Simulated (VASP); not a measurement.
HgTe: single point with PBEsol+D3(BJ)

The system is HgTe.

```
Hg Te
1.0
     3.03190   -3.51255    0.00000
     3.03190    3.51255    0.00000
     0.00000    0.00000    5.87446
Hg Te
2 2
Cartesian
  3.0319 1.1026 4.4058
  3.0319 -1.1026 1.4686
  3.0319 -2.0008 4.4058
  3.0319 2.0008 1.4686
```

- Program: VASP 6.6.1
- Task: single point
- Functional: PBEsol
- Dispersion: D3(BJ)
- Potentials or basis: VASP PAW PBE potentials, release 64 (Hg, Te)
- Cutoff: 520 eV
- k mesh: 4 × 4 × 4
- Occupations: fermi-dirac, width 0.05 eV
- Spin: no spin polarisation

```yaml
Pressure: -6.4 GPa
Largest_force: 0.245 eV/Å
Band_gap_on_the_k_mesh: zero (bands 18 and 19 overlap by 1.92 eV)
Dispersion_energy_per_atom: -0.377 eV
```

Forces in eV/Å, atoms in the order of the input:
```
Hg   0.000 -0.028  0.000
Hg   0.000  0.028  0.000
Te   0.000  0.245  0.000
Te   0.000 -0.245  0.000
```

Stress tensor (GPa, compression positive):
```
-6.68  0.00  0.00
 0.00 -5.19  0.00
 0.00  0.00 -7.19
```

Levels at points of the mesh, in eV from the Fermi level:
| k point | band 14 | band 15 | band 16 | band 17 | band 18 | band 19 | band 20 | band 21 | band 22 | band 23 |
| --- | --- | --- | --- | --- | --- | --- | --- | --- | --- | --- |
| (0.00, 0.00, 0.00) | -2.59 | -2.59 | -2.37 | -0.93 | -0.50 | -0.36 | -0.10 | 4.10 | 5.09 | 6.11 |
| (0.50, 0.00, 0.00) | -3.71 | -2.24 | -1.81 | -0.80 | -0.48 | 1.37 | 2.36 | 2.89 | 4.35 | 4.98 |
| (0.50, 0.50, 0.00) | -3.80 | -1.96 | -1.95 | -1.69 | -1.64 | -1.61 | -1.33 | 3.30 | 5.26 | 6.75 |
| (0.00, 0.00, 0.50) | -3.57 | -1.70 | -1.70 | -1.15 | -1.15 | 1.35 | 1.35 | 4.73 | 4.73 | 5.04 |
| (0.50, 0.00, 0.50) | -5.20 | -0.83 | -0.83 | 0.21 | 0.21 | 1.85 | 1.85 | 3.69 | 3.69 | 4.54 |
| (0.50, 0.50, 0.50) | -4.27 | -2.93 | -2.93 | -2.76 | -2.76 | 1.96 | 1.96 | 5.45 | 5.45 | 6.70 |

Run time: 62 s on 1 thread of Intel(R) Xeon(R) Platinum 8375C CPU @ 2.90GHz (Ice Lake), on a shared host, peak memory 0.27 GiB.

Caveat: three body term missing; the cell stands under tension; the PAW data sets were made with another functional, which shifts forces and pressure a little; spin-orbit coupling is left out, which moves the levels of the heavy elements.
